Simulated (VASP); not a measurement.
# FeGe (P1) in VASP: notebook

Runs on FeGe. Level: r2SCAN. Tasks: single point.

All numbers are computed with VASP 6.6.1; they aren't measurements. Logs are shortened: lines on timing, memory, paths and dates and some standing lists are left out, and cuts for length are marked.

### 1 The cell of the first run

The typed cell holds 2 atoms: a = 3.016 Å, b = 3.016 Å, c = 3.016 Å, α = 90.00°, β = 90.00°, γ = 90.00°.

### 2 Single point, r2SCAN, collinear spin, ferromagnetic start

The input, POSCAR:

```
FeGe
1.0
    3.0161744220      0.0000000000      0.0000000000
    0.0000000000      3.0161744220      0.0000000000
    0.0000000000      0.0000000000      3.0161744220
Fe Ge
1 1
Direct
    0.0000000000      0.0000000000      0.0000000000
    0.4633440200      0.4507515000      0.4535288900
```

The input, INCAR.step1:

```
SYSTEM = FeGe
PREC = Accurate
ENCUT = 520
ISMEAR = 0
SIGMA = 0.05
LREAL = .False.
LASPH = .True.
NELM = 150
ISPIN = 2
MAGMOM = 4 0
LMAXMIX = 4
NBANDS = 22
GGA = PE
ALGO = Normal
EDIFF = 1E-4
LWAVE = .True.
LCHARG = .False.
```

The input, INCAR.step2:

```
SYSTEM = FeGe
PREC = Accurate
ENCUT = 520
EDIFF = 1E-6
ISMEAR = 0
SIGMA = 0.05
LREAL = .False.
LASPH = .True.
NELM = 150
ALGO = Normal
ISIF = 2
LWAVE = .False.
LCHARG = .False.
ISPIN = 2
MAGMOM = 4 0
LORBIT = 11
LMAXMIX = 4
METAGGA = R2SCAN
LMIXTAU = .True.
NBANDS = 22
ISTART = 1
```

The input, KPOINTS:

```
regular mesh
0
Gamma
  3 3 3
  0 0 0
```

Potentials or basis: VASP PAW PBE potentials, release 64 (Fe, Ge_d).

Launch:

```
> cat potpaw_PBE.64/Fe/POTCAR potpaw_PBE.64/Ge_d/POTCAR > POTCAR
> cp INCAR.step1 INCAR
> mpirun -np 1 vasp_std > vasp.out
> cp INCAR.step2 INCAR
> mpirun -np 1 vasp_std > vasp.out
```

OUTCAR:

```text
SYSTEM = FeGe
   PREC = Accurate
   ENCUT = 520
   EDIFF = 1E-6
   ISMEAR = 0
   LREAL = .False.
   LASPH = .True.
   NELM = 150
   ISIF = 2
   ISPIN = 2
   LORBIT = 11
   METAGGA = R2SCAN
   ISTART = 1

 ion  position               nearest neighbor table
   1  0.000  0.000  0.000-   2 2.38   2 2.52   2 2.55   2 2.56   2 2.68   2 2.69   2 2.72   2 2.84

   2  0.463  0.451  0.454-   1 2.38   1 2.52   1 2.55   1 2.56   1 2.68   1 2.69   1 2.72   1 2.84

  LATTYP: Found a simple cubic cell.
 ALAT       =     3.0161744220

  Lattice vectors:

 A1 = (   3.0161744220,   0.0000000000,   0.0000000000)
 A2 = (   0.0000000000,   3.0161744220,   0.0000000000)
 A3 = (   0.0000000000,   0.0000000000,   3.0161744220)

Analysis of symmetry for initial positions (statically):
=====================================================================
 Subroutine PRICEL returns:
 Original cell was already a primitive cell.

 Routine SETGRP: Setting up the symmetry group for a
 simple cubic supercell.

 Subroutine GETGRP returns: Found  1 space group operations
 (whereof  1 operations were pure point group operations)
 out of a pool of 48 trial point group operations.

The static configuration has the point symmetry C_1 .

Analysis of symmetry for dynamics (positions and initial velocities):
=====================================================================
 Subroutine PRICEL returns:
 Original cell was already a primitive cell.

 Routine SETGRP: Setting up the symmetry group for a
 simple cubic supercell.

 Subroutine GETGRP returns: Found  1 space group operations
 (whereof  1 operations were pure point group operations)
 out of a pool of 48 trial point group operations.

The dynamic configuration has the point symmetry C_1 .

Analysis of structural, dynamic, and magnetic symmetry:
=====================================================================
 Subroutine PRICEL returns:
 Original cell was already a primitive cell.

 Routine SETGRP: Setting up the symmetry group for a
 simple cubic supercell.

 Subroutine GETGRP returns: Found  1 space group operations
 (whereof  1 operations were pure point group operations)
 out of a pool of 48 trial point group operations.

The overall configuration has the point symmetry C_1 .

 Subroutine INISYM returns: Found  1 space group operations
 (whereof  1 operations are pure point group operations),
 and found     1 'primitive' translations

----------------------------------------------------------------------------------------

                                     Primitive cell

  volume of cell :      27.4391

  direct lattice vectors                    reciprocal lattice vectors
     3.016174422  0.000000000  0.000000000     0.331545813  0.000000000  0.000000000
     0.000000000  3.016174422  0.000000000     0.000000000  0.331545813  0.000000000
     0.000000000  0.000000000  3.016174422     0.000000000  0.000000000  0.331545813

  length of vectors
     3.016174422  3.016174422  3.016174422     0.331545813  0.331545813  0.331545813

  position of ions in fractional coordinates (direct lattice)
     0.000000000  0.000000000  0.000000000
     0.463344020  0.450751500  0.453528890

  ion indices of the primitive-cell ions
   primitive index   ion index
                 1           1
                 2           2

----------------------------------------------------------------------------------------

 KPOINTS: regular mesh

Automatic generation of k-mesh.
 Grid dimensions read from file:
 generate k-points for:    3    3    3

 Generating k-lattice:

  Cartesian coordinates                     Fractional coordinates (reciprocal lattice)
     0.110515271  0.000000000  0.000000000     0.333333333  0.000000000  0.000000000
     0.000000000  0.110515271  0.000000000     0.000000000  0.333333333  0.000000000
     0.000000000  0.000000000  0.110515271     0.000000000  0.000000000  0.333333333

  Length of vectors
     0.110515271  0.110515271  0.110515271

  Shift w.r.t. Gamma in fractional coordinates (k-lattice)
     0.000000000  0.000000000  0.000000000

 Subroutine IBZKPT returns following result:
 ===========================================

 Found     14 irreducible k-points:

 Following reciprocal coordinates:
            Coordinates               Weight
  0.000000  0.000000  0.000000      1.000000
  0.333333  0.000000  0.000000      2.000000
  0.000000  0.333333  0.000000      2.000000
  0.000000  0.000000  0.333333      2.000000
  0.333333  0.333333  0.000000      2.000000
  0.000000  0.333333  0.333333      2.000000
  0.333333  0.000000  0.333333      2.000000
 -0.333333  0.333333  0.000000      2.000000
 -0.333333  0.000000  0.333333      2.000000
  0.000000 -0.333333  0.333333      2.000000
  0.333333  0.333333  0.333333      2.000000
 -0.333333  0.333333  0.333333      2.000000
 -0.333333 -0.333333  0.333333      2.000000
  0.333333 -0.333333  0.333333      2.000000
   k-points           NKPTS =     14   k-points in BZ     NKDIM =     14   number of bands    NBANDS=     22
   number of dos      NEDOS =    301   number of ions     NIONS =      2
   total plane-waves  NPLWV =  13824
   dimension x,y,z NGX =    24 NGY =   24 NGZ =   24
   dimension x,y,z NGXF=    48 NGYF=   48 NGZF=   48
   ions per type =               1   1
   NGX,Y,Z   is equivalent  to a cutoff of  13.23, 13.23, 13.23 a.u.
   NGXF,Y,Z  is equivalent  to a cutoff of  26.46, 26.46, 26.46 a.u.
 SYSTEM =  FeGe
   PREC   = accura    normal or accurate (medium, high low for compatibility)
   ISTART =      1    job   : 0-new  1-cont  2-samecut
   ICHARG =      0    charge: 1-file 2-atom 10-const
   ISPIN  =      2    spin polarized calculation?
   LNONCOLLINEAR =      F non collinear calculations
   LSORBIT =      F    spin-orbit coupling
   LASPH  =      T    aspherical Exc in radial PAW
   ENCUT  =  520.0 eV  38.22 Ry    6.18 a.u.   5.61  5.61  5.61*2*pi/ulx,y,z
   NELM   =    150;   NELMIN=  2; NELMDL=  0     # of ELM steps
   EDIFF  = 0.1E-05   stopping-criterion for ELM
   LREAL  =      F    real-space projection
   EDIFFG = 0.1E-04   stopping-criterion for IOM
   NSW    =      0    number of steps for IOM
   IBRION =     -1    ionic relax: 0-MD 1-quasi-New 2-CG
   NFREE  =      0    steps in history (QN), initial steepest desc. (CG)
   ISIF   =      2    stress and relaxation
   ISYM   =      2    0-nonsym 1-usesym 2-fastsym
   POTIM  = 0.5000    time-step for ionic-motion
   TEBEG  =    0.0;   TEEND  =   0.0 temperature during run
   PSTRESS=    0.0 pullay stress
   NELECT =      22.0000    total number of electrons
   NUPDOWN=      -1.0000    fix difference up-down
   EMIN   =  10.00;   EMAX   =-10.00  energy-range for DOS
   EFERMI =   0.00;   METHOD = LEGACY
   ISMEAR =     0;   SIGMA  =   0.05  broadening in eV -4-tet -1-fermi 0-gaus
   EFERMI_NEDOS =   21; number of points for ismear=-14 and -15
   IALGO  =     38    algorithm
   IMIX   =      4    mixing-type and parameters
     AMIX     =   0.40;   BMIX     =  1.00
     AMIX_MAG =   1.60;   BMIX_MAG =  1.00
  volume/ion in A,a.u.               =      13.72        92.58
  Fermi-wavevector in a.u.,A,eV,Ry     =   1.520872  2.874031 31.470970  2.313051
  Thomas-Fermi vector in A             =   2.629664
   LORBIT       =     11    0 simple, 1 ext, 2 COOP (PROOUT), +10 PAW based schemes
   METAGGA = R2SCAN    functional components
   LHFCALC =     F    Hartree Fock is set to
   AEXX    =    0.0000 exact exchange contribution
   IVDW    =     0    specifies the selected vdW correction
   LEPSILON=     F    determine dielectric tensor
   LRPA    =     F    only Hartree local field effects (RPA)
 spin polarized calculation
 Gauss-broadening in eV      SIGMA  =   0.05
  energy-cutoff  :      520.00
  volume of cell :       27.44
 maximum number of plane-waves:       748
 NGX is ok and might be reduce to    24
   NGX = 11   NGY = 11   NGZ = 11

 number of electron      22.0000004 magnetization       1.9259388

 Free energy of the ion-electron system (eV)
  ---------------------------------------------------
  ext. energy  EPLUGINS =         0.00000000
  ---------------------------------------------------
  free energy    TOTEN  =       -27.45857062 eV

  energy without entropy =      -27.45671829  energy(sigma->0) =      -27.45764445

 E-fermi :   7.2504     XC(G=0): -13.7530

 val. band max:        7.2259589248   @ k =   0.3333   0.3333   0.0000
 cond. band min:       7.4077221683   @ k =   0.0000   0.0000   0.0000
 fundamental gap:      0.1817632436
 Fermi energy:         7.2503947957

 spin component 1

 k-point     1 :       0.0000    0.0000    0.0000
  band No.  band energies     occupation
      1     -17.7616      1.00000
      2     -17.7610      1.00000
      3     -17.6789      1.00000
      4     -17.6707      1.00000
      5     -17.6700      1.00000
      6      -5.9771      1.00000
[... 14 lines left out ...]
     21      29.1312      0.00000
     22      29.1486      0.00000

 k-point     2 :       0.3333    0.0000    0.0000
  band No.  band energies     occupation
      1     -17.7561      1.00000
      2     -17.6978      1.00000
      3     -17.6918      1.00000
      4     -17.6916      1.00000
      5     -17.6698      1.00000
      6      -4.1727      1.00000
[... 14 lines left out ...]
     21      26.9310      0.00000
     22      31.0822      0.00000

 k-point     3 :       0.0000    0.3333    0.0000
  band No.  band energies     occupation
      1     -17.7554      1.00000
      2     -17.6970      1.00000
      3     -17.6926      1.00000
      4     -17.6920      1.00000
      5     -17.6700      1.00000
      6      -4.1755      1.00000
[... 14 lines left out ...]
     21      26.9463      0.00000
     22      31.0843      0.00000
[... 226 lines left out ...]
 k-point    13 :      -0.3333   -0.3333    0.3333
  band No.  band energies     occupation
      1     -17.7252      1.00000
      2     -17.7205      1.00000
      3     -17.7175      1.00000
      4     -17.6495      1.00000
      5     -17.6487      1.00000
      6      -1.1818      1.00000
[... 14 lines left out ...]
     21      31.7375      0.00000
     22      34.7445      0.00000

 k-point    14 :       0.3333   -0.3333    0.3333
  band No.  band energies     occupation
      1     -17.7252      1.00000
      2     -17.7205      1.00000
      3     -17.7175      1.00000
      4     -17.6495      1.00000
      5     -17.6488      1.00000
      6      -1.1821      1.00000
[... 14 lines left out ...]
     21      31.7357      0.00000
     22      34.7427      0.00000
 Fermi energy:         7.2503947957

 spin component 2

 k-point     1 :       0.0000    0.0000    0.0000
  band No.  band energies     occupation
      1     -17.7540      1.00000
      2     -17.7537      1.00000
      3     -17.6622      1.00000
      4     -17.6586      1.00000
      5     -17.6583      1.00000
      6      -6.1062      1.00000
[... 14 lines left out ...]
     21      29.8185      0.00000
     22      29.8211      0.00000

 k-point     2 :       0.3333    0.0000    0.0000
  band No.  band energies     occupation
      1     -17.7481      1.00000
      2     -17.6842      1.00000
      3     -17.6817      1.00000
      4     -17.6809      1.00000
      5     -17.6567      1.00000
      6      -4.2850      1.00000
[... 14 lines left out ...]
     21      27.2967      0.00000
     22      31.2938      0.00000

 k-point     3 :       0.0000    0.3333    0.0000
  band No.  band energies     occupation
      1     -17.7482      1.00000
      2     -17.6842      1.00000
      3     -17.6815      1.00000
      4     -17.6809      1.00000
      5     -17.6570      1.00000
      6      -4.2882      1.00000
[... 14 lines left out ...]
     21      27.3093      0.00000
     22      31.2937      0.00000
[... 226 lines left out ...]
 k-point    13 :      -0.3333   -0.3333    0.3333
  band No.  band energies     occupation
      1     -17.7116      1.00000
      2     -17.7091      1.00000
      3     -17.7075      1.00000
      4     -17.6386      1.00000
      5     -17.6384      1.00000
      6      -1.1594      1.00000
[... 14 lines left out ...]
     21      32.2573      0.00000
     22      34.8507      0.00000

 k-point    14 :       0.3333   -0.3333    0.3333
  band No.  band energies     occupation
      1     -17.7116      1.00000
      2     -17.7091      1.00000
      3     -17.7075      1.00000
      4     -17.6386      1.00000
      5     -17.6384      1.00000
      6      -1.1591      1.00000
[... 14 lines left out ...]
     21      32.2556      0.00000
     22      34.8503      0.00000

------------------------ aborting loop because EDIFF is reached ----------------------------------------

  FORCE on cell =-STRESS in cart. coord.  units (eV):
  Direction    XX          YY          ZZ          XY          YZ          ZX
  --------------------------------------------------------------------------------------
  -------------------------------------------------------------------------------------
  Total       -0.7548515     -0.8512954     -0.8521803      0.4085924      0.5215856      0.3914693
  in kB      -44.0760600    -49.7074503    -49.7591256     23.8578589     30.4555776     22.8580399
  external PRESSURE =     -47.8475453 kB  Pullay stress =       0.0000000 kB

 VOLUME and BASIS-vectors are now :
 -----------------------------------------------------------------------------
  energy-cutoff  :      520.00
  volume of cell :       27.44
      direct lattice vectors                 reciprocal lattice vectors
     3.016174422  0.000000000  0.000000000     0.331545813  0.000000000  0.000000000
     0.000000000  3.016174422  0.000000000     0.000000000  0.331545813  0.000000000
     0.000000000  0.000000000  3.016174422     0.000000000  0.000000000  0.331545813

 POSITION                                       TOTAL-FORCE (eV/Angst)
 -----------------------------------------------------------------------------------
      0.00000      0.00000      0.00000        -0.461047     -0.596101     -0.568618
      1.39753      1.35955      1.36792         0.461047      0.596101      0.568618
 -----------------------------------------------------------------------------------
    total drift:                               -0.005605      0.005659      0.004834

  FREE ENERGIE OF THE ION-ELECTRON SYSTEM (eV)
  ---------------------------------------------------
  free  energy   TOTEN  =       -27.4585706152 eV

  energy  without entropy=      -27.4567182942  energy(sigma->0) =      -27.45764445

 total charge

# of ion       s       p       d       tot
------------------------------------------
    1        0.389   0.409   6.333   7.130
    2        1.139   1.204  10.078  12.421
--------------------------------------------------
tot          1.528   1.613  16.410  19.551

 magnetization (x)

# of ion       s       p       d       tot
------------------------------------------
    1        0.010   0.009   1.951   1.970
    2        0.049  -0.043  -0.011  -0.005
--------------------------------------------------
tot          0.059  -0.034   1.939   1.965
```

Wall time 74 s (1 thread of Intel Xeon 6975P-C (Granite Rapids), shared host); peak memory 0.16 GiB.

Results:

* Free energy: -27.4586 eV
* Pressure: -4.8 GPa
* Largest force: 0.944 eV/Å
* Net moment: 1.93 μB per cell
* Site moments: Fe +1.97; Ge -0.01 μB
* Valence electrons inside the program's atomic spheres: Fe 7.13; Ge 12.42

Forces on the atoms (eV/Å):
```
Fe  -0.461 -0.596 -0.569
Ge   0.461  0.596  0.569
```

Stress tensor (GPa, compression positive):
```
-4.41  2.39  2.29
 2.39 -4.97  3.05
 2.29  3.05 -4.98
```

Caveat: the k points lie up to 0.69 Å⁻¹ apart; the PAW data sets were made with another functional, which shifts forces and pressure a little.

(Part 1 of 2 ends here.)
